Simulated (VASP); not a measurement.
Set up this calculation in VASP 6.6.1, as the native input.

- Task: single point
- Functional: PBEsol
- Potentials or basis: VASP PAW PBE potentials, release 64 (Re)
- Cutoff: 520 eV
- k mesh: 18 × 18 × 10
- Occupations: fermi-dirac, width 0.05 eV
- Spin: no spin polarisation
- Dipole correction: no
- Further INCAR settings: ALGO = Normal; EDIFF = 1e-06; NBANDS = 14

The structure of Re lies in POSCAR:

```
Re
1.0
    2.6539513089      0.0000000000      0.0000000000
   -1.3269756545      2.2983892539      0.0000000000
    0.0000000000      0.0000000000      4.2436285669
Re
2
Direct
    0.3333333333      0.6666666667      0.2500000000
    0.6666666667      0.3333333333      0.7500000000
```

The input as run:

INCAR

```
  PREC = Accurate
  ENCUT = 520
  EDIFF = 1E-6
  ISMEAR = -1
  SIGMA = 0.05
  LREAL = F
  LASPH = T
  NELM = 80
  ALGO = Normal
  ISIF = 2
  LWAVE = F
  LCHARG = T
  GGA = PS
  LELF = T
  LVHAR = T
  NBANDS = 14
```

KPOINTS

```
Automatic mesh
0
Gamma
  18 18 10
```

Potentials or basis: VASP PAW PBE potentials, release 64 (Re).

Run with:

```bash
$ cat potpaw_PBE.64/Re/POTCAR > POTCAR
$ mpirun -np 1 vasp_std > vasp.out
```

It gave:

* Pressure: 61.1 GPa
* Band gap on the k mesh: zero (bands 7 and 8 overlap by 4.11 eV)

Caveat: the stress differs along the axes, from 59 to 66 GPa; the PAW data sets were made with another functional, which shifts forces and pressure a little; spin-orbit coupling is left out, which moves the levels of the heavy elements.

Wall time 91 s on 1 thread of Intel Xeon 8259CL, with other jobs on the host, peak memory 0.2 GiB.
